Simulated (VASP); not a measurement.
Wanted: the native input for a VASP 6.6.1 run.

```
Task                   : single point
Functional             : PBEsol
Potentials or basis    : VASP PAW PBE potentials, release 64 (Al, Fe)
Cutoff                 : 520 eV
k mesh                 : 18 × 18 × 18
Occupations            : gaussian, width 0.15 eV
Spin                   : collinear spin, ferromagnetic start
Starting moments       : [0.0, 0.75] μB
Dipole correction      : no
Further INCAR settings : ALGO = Normal; EDIFF = 1e-06; NBANDS = 16
```

The structure of AlFe lies in POSCAR:

```
AlFe
1.0
    3.1799532251      0.0000000000      0.0000000000
    0.0000000000      3.1799532251      0.0000000000
    0.0000000000      0.0000000000      2.6415871441
Al Fe
1 1
Direct
    0.0000000000      0.0000000000      0.0000000000
    0.5000000000      0.5000000000      0.5000000000
```

This cell differs from its parent crystal: volume 13.356 Å^3 an atom, c/a of the conventional cell 0.8307.

One way to write it, as run:

INCAR

```
PREC     = Accurate       # precision mode
ENCUT    = 520            # plane-wave cutoff, eV
EDIFF    = 1E-6           # SCF threshold, eV
ISMEAR   = 0              # smearing method
SIGMA    = 0.15           # smearing width, eV
LREAL    = F              # projectors in reciprocal space
LASPH    = T              # aspherical terms in the spheres
NELM     = 150            # most SCF steps
ALGO     = Normal         # electronic algorithm
ISIF     = 2              # what is computed and relaxed
LWAVE    = F              # write WAVECAR
LCHARG   = F              # write CHGCAR
ISPIN    = 2              # spin polarisation
MAGMOM   = 0 0.75         # initial moments
LORBIT   = 11             # projections on sites
LMAXMIX  = 4              # l up to which the mixer works
GGA      = PS             # functional
NBANDS   = 16             # bands
```

KPOINTS

```
regular mesh
0
Gamma
  18 18 18
```

Potentials or basis: VASP PAW PBE potentials, release 64 (Al, Fe).

The run is started by

```console
$ cat potpaw_PBE.64/Al/POTCAR potpaw_PBE.64/Fe/POTCAR > POTCAR
$ mpirun -np 1 vasp_std > vasp.out
```

It gave:

| Item | Value |
| --- | --- |
| Pressure | -12.8 GPa |
| Net moment | 1.64 μB per cell |
| Site moments | Al -0.04; Fe +1.74 μB |
| Valence electrons inside the program's atomic spheres | Al 0.79; Fe 7.20 |

Caveat: the PAW data sets were made with another functional, which shifts forces and pressure a little.

It took 2.1 min on 1 thread of Intel(R) Xeon(R) 6975P-C (Granite Rapids) (shared host), peak memory 0.44 GiB.
